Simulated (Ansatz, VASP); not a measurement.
Two plane-wave programs on Ir

File POSCAR:

```
Ir
1.0
    2.7513778946      0.1289020544      0.0000000000
   -1.2640564936      2.3183121249      0.0000000000
    0.0000000000      0.0000000000      4.4622900000
Ir
2
Direct
    0.6666666667      0.3333333333      0.7500000000
    0.3333333333      0.6666666667      0.2500000000
```

INCAR.step1

```
SYSTEM = Ir
PREC     = Accurate       ! precision mode
ENCUT    = 520            ! plane-wave cutoff, eV
ISMEAR   = 0              ! smearing method
SIGMA    = 0.15           ! smearing width, eV
LREAL    = .FALSE.        ! projectors in reciprocal space
LASPH    = .TRUE.         ! aspherical terms in the spheres
NELM     = 60             ! most SCF steps
NBANDS   = 16             ! bands
GGA      = PE             ! functional
ALGO     = Normal         ! electronic algorithm
EDIFF    = 1E-4           ! SCF threshold, eV
LWAVE    = .TRUE.         ! write WAVECAR
LCHARG   = .FALSE.        ! write CHGCAR
```

The input INCAR.step2:

```
SYSTEM = Ir
PREC     = Accurate       ! precision mode
ENCUT    = 520            ! plane-wave cutoff, eV
EDIFF    = 1E-7           ! SCF threshold, eV
ISMEAR   = 0              ! smearing method
SIGMA    = 0.15           ! smearing width, eV
LREAL    = .FALSE.        ! projectors in reciprocal space
LASPH    = .TRUE.         ! aspherical terms in the spheres
NELM     = 60             ! most SCF steps
ALGO     = Normal         ! electronic algorithm
ISIF     = 2              ! what is computed and relaxed
LWAVE    = .FALSE.        ! write WAVECAR
LCHARG   = .FALSE.        ! write CHGCAR
METAGGA  = R2SCAN         ! meta-GGA
LMIXTAU  = .TRUE.       
NBANDS   = 16             ! bands
ISTART   = 1
```

Contents of KPOINTS:

```
regular mesh
0
G
  18 18 12
  0 0 0
```

Input for Ansatz:

```yaml
crystal:
  lattice:
    - [2.7513778946, 0.1289020544, 0.0]
    - [-1.2640564936, 2.3183121249, 0.0]
    - [0.0, 0.0, 4.46229]
  atoms:
    - { symbol: Ir, position: [0.6666666667, 0.3333333333, 0.75] }
    - { symbol: Ir, position: [0.3333333333, 0.6666666667, 0.25] }
basis:
  ecutwfc: 500
kpoints:
  mp_grid: { grid: [18, 18, 12] }
hamiltonian:
  xc: r2scan
scf:
  occupations: { method: gaussian, width: 0.15 }
output:
  forces: true
  stress: true
  eigenvalues: true
```

Change from the starting cell: strain +0.0937 x Voigt [0, 0, 0, 0, 0, 1], atoms carried along.

Alike in both runs: task single point; functional r2SCAN; k mesh 18 × 18 × 12; occupations gaussian, width 0.15 eV; no spin polarisation.

|  | VASP | Ansatz |
| --- | --- | --- |
| version | VASP 6.6.1 | Ansatz 0.2.0 |
| potentials or method | VASP PAW PBE potentials, release 64 (Ir), cutoff 520 eV | scalar-relativistic, plane waves, PAW |
| valence electrons in the cell | 18 | 34 |

```csv
,VASP,Ansatz,Ansatz less VASP
gap on the k mesh at the Fermi level (eV),none,none,-
pressure (GPa),-3.3,-5.5,-2.26
"traceless stress, the component that is largest in VASP (GPa)",-18.27,-18.12,+0.150
rms of the force components (eV/Å),0.078,0.071,-0.0071
```

VASP's potentials were made for PBE, not for r2SCAN. Atom by atom the forces differ by 0.007 eV/Å (rms over components). A gap of «none» marks a metal or a gap that the smearing closes. VASP's potentials hold 18 valence electrons a cell and Ansatz's 34, so a difference there can come from the potentials and not from the codes.

Spin-orbit coupling is off throughout.
